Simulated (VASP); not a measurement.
Al, 1 atom in the cell. Symmetry: Fm-3m, No. 225, cubic system. The conventional cell has a = 4.050 Å, b = 4.050 Å, c = 4.050 Å, α = 90.00°, β = 90.00°, γ = 90.00°. Al (site symmetry m-3m) has 12 Al at 2.86 Å within 3.8 Å. 

```yaml
Program: VASP 6.6.1
Task: single point
Functional: PBE
Potentials_or_basis: VASP PAW PBE potentials, release 64 (Al)
Cutoff: 500 eV
k_mesh: 4 × 4 × 4
Occupations: fermi-dirac, width 0.05 eV
Spin: no spin polarisation
Dipole_correction: no
Further_INCAR_settings: ALGO = Normal; EDIFF = 1e-06; NBANDS = 8
```

Potentials or basis: VASP PAW PBE potentials, release 64 (Al).

The run is started by

```sh
$ cat potpaw_PBE.64/Al/POTCAR > POTCAR
$ mpirun -np 1 vasp_std > vasp.out
```

Hardware: 1 thread of Intel Xeon 8259CL, with other jobs on the host.

Problem. Estimate the wall time of this run.

Solution. Wall time 2.5 s on 1 thread of Intel Xeon 8259CL, with other jobs on the host, peak memory 0.12 GiB. Counts: scf iterations 10, k points 8.
